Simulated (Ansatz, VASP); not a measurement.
# Two plane-wave programs on SnO2

Contents of INCAR:

```
AGGAC    = 1.0          
AGGAX    = 1.0          
ALDAC    = 0.0          
ALDAX    = 1.0          
ALGO     = Normal         # electronic algorithm
EDIFF    = 1E-6           # SCF threshold, eV
ENCUT    = 520            # plane-wave cutoff, eV
GGA      = B5             # functional
ISIF     = 2              # what is computed and relaxed
ISMEAR   = -1             # smearing method
LASPH    = True           # aspherical terms in the spheres
LCHARG   = False          # write CHGCAR
LREAL    = False          # projectors in reciprocal space
LWAVE    = False          # write WAVECAR
NBANDS   = 64             # bands
NELM     = 60             # most SCF steps
PREC     = Accurate       # precision mode
SIGMA    = 0.05           # smearing width, eV
```

KPOINTS

```
k-points
0
Gamma
  5 5 5
```

POSCAR

```
SnO2
1.0
   -3.2488970000      3.4144700000      3.4140210000
    3.2488970000     -3.4144700000      3.4140210000
    3.2488970000      3.4144700000     -3.4140210000
Sn O
4 8
Direct
    0.5000000000      0.0000000000      0.0000000000
    0.5000000000      0.5000000000      0.5000000000
    0.0035990000      0.7535990000      0.2500000000
    0.9964010000      0.2464010000      0.7500000000
    0.8064960000      0.8037740000      0.4972780000
    0.8064960000      0.3092180000      0.0027220000
    0.3024350000      0.2459400000      0.0564950000
    0.6894450000      0.2459400000      0.4435050000
    0.3105550000      0.7540600000      0.5564950000
    0.1935040000      0.6907820000      0.9972780000
    0.6975650000      0.7540600000      0.9435050000
    0.1935040000      0.1962260000      0.5027220000
```

The input input.yaml:

```yaml
crystal:
  lattice:
    - [-3.248897, 3.41447, 3.414021]
    - [3.248897, -3.41447, 3.414021]
    - [3.248897, 3.41447, -3.414021]
  atoms:
    - { symbol: Sn, position: [0.5, 0.0, 0.0] }
    - { symbol: Sn, position: [0.5, 0.5, 0.5] }
    - { symbol: Sn, position: [0.003599, 0.753599, 0.25] }
    - { symbol: Sn, position: [0.996401, 0.246401, 0.75] }
    - { symbol: O, position: [0.806496, 0.803774, 0.497278] }
    - { symbol: O, position: [0.806496, 0.309218, 0.002722] }
    - { symbol: O, position: [0.302435, 0.24594, 0.056495] }
    - { symbol: O, position: [0.689445, 0.24594, 0.443505] }
    - { symbol: O, position: [0.310555, 0.75406, 0.556495] }
    - { symbol: O, position: [0.193504, 0.690782, 0.997278] }
    - { symbol: O, position: [0.697565, 0.75406, 0.943505] }
    - { symbol: O, position: [0.193504, 0.196226, 0.502722] }
hamiltonian:
  xc: blyp
  pseudopotentials: { kind: paw }
kpoints:
  mp_grid: { grid: [5, 5, 5] }
  band_path:
    path:
      - [[0.0, 0.0, 0.0], [0.4763420746, -0.4763420746, -0.4763420746], [0.4762763294, -0.4764078199, -0.4762763294], [0.0, -0.5, 0.0], [-0.25, -0.25, -0.25], [0.0, 0.0, -0.5], [-0.4763420746, 0.4763420746, -0.5236579254], [-0.5, 0.5, -0.5], [0.0, 0.0, 0.0], [-0.4999342547, -0.4999342547, 0.4999342547], [-0.5, 0.0, 0.0], [-0.25, -0.25, -0.25]]
      - [[-0.4762763294, -0.5235921801, 0.4762763294], [-0.4999342547, -0.4999342547, 0.4999342547]]
      - [[-0.5000657453, 0.4999342547, -0.4999342547], [-0.5, 0.5, -0.5]]
    npoints: 10
scf:
  occupations: { method: fermi_dirac, width: 0.05 }
  n_extra_bands: 30
output:
  forces: true
  stress: true
  eigenvalues: true
  fatbands: false
```

Alike in both runs: functional BLYP; k mesh 5 × 5 × 5; occupations fermi-dirac, width 0.05 eV; no spin polarisation.

|  | VASP | Ansatz |
| --- | --- | --- |
| version | VASP 6.6.1 | Ansatz 0.2.0 |
| potentials or method | VASP PAW PBE potentials, release 64 (Sn_d, O) | Ansatz PAW |
| plane-wave cutoff (eV) | 520 | 420 |
| valence electrons in the cell | 104 | 104 |
| task | single point | band structure |

```csv
,VASP,Ansatz,Ansatz less VASP
gap on the k mesh at the Fermi level (eV),0.69,0.65,-0.035
least direct gap on the mesh (eV),0.69,0.65,-0.035
pressure (GPa),5.2,4.3,-0.91
"traceless stress, the component that is largest in VASP (GPa)",0.46,0.16,-0.295
rms of the force components (eV/Å),0.033,0.027,-0.0067
```

VASP's potentials were made for PBE, not for BLYP. Atom by atom the forces differ by 0.010 eV/Å (rms over components). The functional is the same, so the differences come from potentials, cutoffs and numerics.
